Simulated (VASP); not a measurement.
# Nb2O: single point with PBE

Nb2O:

```xyz
6
Lattice="4.5984 0.0000 0.0000 0.0000 4.5984 0.0000 0.0000 0.0000 4.5984" Properties=species:S:1:pos:R:3 pbc="T T T"
Nb    1.1496    1.1496    1.1496
Nb    1.1496    3.4488    3.4488
Nb    3.4488    3.4488    1.1496
Nb    3.4488    1.1496    3.4488
O     0.0000    0.0000    0.0000
O     2.2992    2.2992    2.2992
```

* Program: VASP 6.6.1
* Task: single point
* Functional: PBE
* Potentials or basis: VASP PAW PBE potentials, release 64 (Nb_sv, O)
* Cutoff: 520 eV
* k mesh: 8 × 8 × 8
* Occupations: gaussian, width 0.1 eV
* Spin: no spin polarisation

```yaml
Pressure: -0.4 GPa
Band_gap_on_the_k_mesh: zero (band 32 reaches 10.81 eV, above the bottom of band 33 at 9.24 eV)
```

Levels at points of the mesh, in eV from the Fermi level:
| k point | band 30 | band 31 | band 32 | band 33 | band 34 | band 35 |
| --- | --- | --- | --- | --- | --- | --- |
| (0.00, 0.00, 0.00) | -2.55 | 1.21 | 1.21 | 1.55 | 1.55 | 1.55 |
| (0.50, 0.00, 0.00) | -1.09 | -0.83 | -0.83 | 0.25 | 0.25 | 0.83 |
| (0.50, 0.50, 0.00) | -0.71 | -0.64 | -0.64 | 0.06 | 0.06 | 0.26 |
| (0.50, 0.50, 0.50) | -0.33 | -0.33 | -0.33 | 1.49 | 1.49 | 1.49 |

Wall time 2.1 min on 1 thread of Intel(R) Xeon(R) Platinum 8259CL CPU @ 2.50GHz (Skylake/Cascade Lake), on a shared host, peak memory 0.25 GiB.
